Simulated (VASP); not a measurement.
CdIn2O4, 14 atoms in the cell. Symmetry: Fd-3m, No. 227, cubic system. Conventional cell: a = 9.206 Å, b = 9.206 Å, c = 9.206 Å, α = 90.00°, β = 90.00°, γ = 90.00°. Cd (site symmetry -43m) has 4 O at 2.20 Å within 2.9 Å. Within 2.9 Å of In (site symmetry -3m) lie 6 O at 2.19 Å. Within 3.0 Å of O (site symmetry 3m) lie 3 In at 2.19 Å and 1 Cd at 2.20 Å and 3 O at 2.92 Å. 

| Item | Value |
| --- | --- |
| Program | VASP 6.6.1 |
| Task | relaxation of cell and atoms |
| Functional | PBEsol |
| Potentials or basis | VASP PAW PBE potentials, release 64 (Cd, In_d, O) |
| Cutoff | 600 eV |
| k mesh | 6 × 6 × 6 |
| Occupations | gaussian, width 0.03 eV |
| Spin | no spin polarisation |
| Further INCAR settings | ALGO = Normal; EDIFF = 1e-07; IBRION = 2; EDIFFG = -0.005; NSW = 90; ISIF = 3 |

Potentials or basis: VASP PAW PBE potentials, release 64 (Cd, In_d, O).

Command:

```sh
$ cat potpaw_PBE.64/Cd/POTCAR potpaw_PBE.64/In_d/POTCAR potpaw_PBE.64/O/POTCAR > POTCAR
$ mpirun -np 4 vasp_std > vasp.out
```

Hardware: 4 MPI ranks on Intel(R) Xeon(R) 6975P-C (Granite Rapids) (shared host).

Problem. Estimate the wall time of this run.

Solution. Run time: 96 s on 4 MPI ranks on Intel(R) Xeon(R) 6975P-C (Granite Rapids), on a shared host, peak memory 0.54 GiB a rank. Counts: scf iterations 17, k points 16, ion steps 1.
